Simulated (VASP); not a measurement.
# MgO (P6_3/mmc) in VASP: further runs, part 3 of 3

VASP 6.6.1.

### 5 Single point, PBEsol

This run uses another cell than the first one, of 12.09 Å³/atom, 1.073 times its volume.

The input, INCAR:

```
PREC = Accurate ; ENCUT = 520
EDIFF = 1E-7 ; ISMEAR = 0
SIGMA = 0.01 ; LREAL = F
LASPH = T ; NELM = 100
ALGO = Normal ; ISIF = 2
LWAVE = F ; LCHARG = T
GGA = PS ; LELF = T
LVHAR = T ; NBANDS = 16
```

The input, KPOINTS:

```
regular mesh
0
Gamma
  6 6 6
```

The input, POSCAR:

```
MgO
1.0
    3.5989207489      0.0000000000      0.0000000000
   -1.7994603745      3.1167530298      0.0000000000
    0.0000000000      0.0000000000      4.3129076136
Mg O
2 2
Direct
    0.6666666667      0.3333333333      0.7500000000
    0.3333333333      0.6666666667      0.2500000000
    0.6666666667      0.3333333333      0.2500000000
    0.3333333333      0.6666666667      0.7500000000
```

Potentials or basis: VASP PAW PBE potentials, release 64 (Mg, O).

Run with:

```bash
$ cat potpaw_PBE.64/Mg/POTCAR potpaw_PBE.64/O/POTCAR > POTCAR
$ mpirun -np 1 vasp_std > vasp.out
```

OUTCAR:

```text
PREC = Accurate
   ENCUT = 520
   EDIFF = 1E-7
   ISMEAR = 0
   LREAL = F
   LASPH = T
   NELM = 100
   ISIF = 2
   GGA = PS

 ion  position               nearest neighbor table
   1  0.667  0.333  0.750-   4 2.08   4 2.08   4 2.08   3 2.16   3 2.16   2 2.99   2 2.99   2 2.99
                             2 2.99   2 2.99   2 2.99
   2  0.333  0.667  0.250-   3 2.08   3 2.08   3 2.08   4 2.16   4 2.16   1 2.99   1 2.99   1 2.99
                             1 2.99   1 2.99   1 2.99
   3  0.667  0.333  0.250-   2 2.08   2 2.08   2 2.08   1 2.16   1 2.16
[... 662 lines left out ...]
  --------------------------------------------------------------------------------------
  -------------------------------------------------------------------------------------
  Total       -2.9471896     -2.9471825     -3.1077097      0.0000000     -0.0000000     -0.0000000
  in kB      -97.6053979    -97.6051621   -102.9215222      0.0000000     -0.0000000     -0.0000000
  external PRESSURE =     -99.3773607 kB  Pullay stress =       0.0000000 kB

 VOLUME and BASIS-vectors are now :
 -----------------------------------------------------------------------------
  energy-cutoff  :      520.00
  volume of cell :       48.38
      direct lattice vectors                 reciprocal lattice vectors
     3.598920749  0.000000000  0.000000000     0.277861078  0.160423362  0.000000000
    -1.799460374  3.116753030  0.000000000     0.000000000  0.320846724  0.000000000
     0.000000000  0.000000000  4.312907614     0.000000000  0.000000000  0.231862143

 POSITION                                       TOTAL-FORCE (eV/Angst)
 -----------------------------------------------------------------------------------
      1.79946      1.03892      3.23468         0.000000      0.000000      0.000000
     -0.00000      2.07784      1.07823        -0.000000     -0.000000      0.000000
      1.79946      1.03892      1.07823         0.000000     -0.000000      0.000000
     -0.00000      2.07784      3.23468        -0.000000      0.000000      0.000000
 -----------------------------------------------------------------------------------
    total drift:                               -0.000000      0.000000     -0.000000

  FREE ENERGIE OF THE ION-ELECTRON SYSTEM (eV)
  ---------------------------------------------------
  free  energy   TOTEN  =       -24.6245025706 eV

  energy  without entropy=      -24.6245025706  energy(sigma->0) =      -24.62450257
```

OSZICAR:

```text
N       E                     dE             d eps       ncg     rms          rms(c)
DAV:   1     0.640275882662E+02    0.64028E+02   -0.73081E+03   896   0.869E+02
DAV:   2    -0.237501605428E+02   -0.87778E+02   -0.78858E+02  1248   0.194E+02
DAV:   3    -0.281467154830E+02   -0.43966E+01   -0.43811E+01   984   0.454E+01
DAV:   4    -0.281654603108E+02   -0.18745E-01   -0.18744E-01  1096   0.346E+00
DAV:   5    -0.281655566553E+02   -0.96345E-04   -0.96344E-04  1008   0.239E-01    0.103E+01
DAV:   6    -0.247537591280E+02    0.34118E+01   -0.94036E+00   936   0.231E+01    0.377E+00
DAV:   7    -0.246655042176E+02    0.88255E-01   -0.17503E-01   904   0.340E+00    0.209E+00
DAV:   8    -0.246269431741E+02    0.38561E-01   -0.11107E-01   936   0.341E+00    0.547E-01
DAV:   9    -0.246239293137E+02    0.30139E-02   -0.83725E-03  1080   0.800E-01    0.114E-01
DAV:  10    -0.246244958456E+02   -0.56653E-03   -0.42239E-04   904   0.176E-01    0.211E-02
DAV:  11    -0.246245052700E+02   -0.94244E-05   -0.19979E-05  1032   0.329E-02    0.202E-02
DAV:  12    -0.246245035190E+02    0.17510E-05   -0.40506E-06   936   0.162E-02    0.837E-03
DAV:  13    -0.246245025433E+02    0.97569E-06   -0.25210E-06  1024   0.128E-02    0.611E-04
DAV:  14    -0.246245025706E+02   -0.27282E-07   -0.19462E-08   520   0.122E-03
   1 F= -.24624503E+02 E0= -.24624503E+02  d E =-.439359E-80
```

stdout:

```text
POSCAR found type information on POSCAR MgO
 POSCAR found :  2 types and       4 ions
 scaLAPACK will be used
 -----------------------------------------------------------------------------
|                                                                             |
|                                                                             |
|     You enforced a specific xc type in the INCAR file but a different       |
|     I HOPE YOU KNOW WHAT YOU ARE DOING!                                     |
|                                                                             |
 -----------------------------------------------------------------------------

 LDA part: xc-table for (Slater+PW92), standard interpolation
 POSCAR, INCAR and KPOINTS ok, starting setup
 FFT: planning ... GRIDC
 FFT: planning ... GRID_SOFT
 FFT: planning ... GRID
 WAVECAR not read
 entering main loop
```

Run time: 42 s. Hardware: 1 thread of Intel Xeon 8259CL, shared host; peak memory 0.17 GiB.

Results:

| Property | Result |
| --- | --- |
| Free energy | -24.6245 eV |
| Pressure | -9.9 GPa |
| Band gap on the k mesh | 2.85 eV, direct |

Stress tensor (GPa, compression positive):
```
 -9.76   0.00   0.00
  0.00  -9.76   0.00
  0.00   0.00 -10.29
```

Caveat: the PAW data sets were made with another functional, which shifts forces and pressure a little.

### 6 Summary

```csv
cell,gap on the mesh (eV),pressure (GPa)
"a = 3.515, b = 3.515, c = 4.213 Å, angles 90.0, 90.0, 120.0°, 4 atoms",3.19,-2.4
"a = 3.544, b = 3.544, c = 4.247 Å, angles 90.0, 90.0, 120.0°, 4 atoms",3.07,-5.3
"a = 3.571, b = 3.571, c = 4.280 Å, angles 90.0, 90.0, 120.0°, 4 atoms",2.96,-7.7
"a = 3.599, b = 3.599, c = 4.313 Å, angles 90.0, 90.0, 120.0°, 4 atoms",2.85,-9.9
```

Alike in all rows: task single point; level PBEsol; potentials or basis VASP PAW PBE potentials, release 64 (Mg, O); no spin polarisation; k mesh 6 × 6 × 6; cutoff (eV) 520; smearing gaussian 0.01 eV.

Caveats: the PAW data sets were made with another functional, which shifts forces and pressure a little.

Total energies depend on the potentials used, so only differences within one code and one set of settings carry meaning.
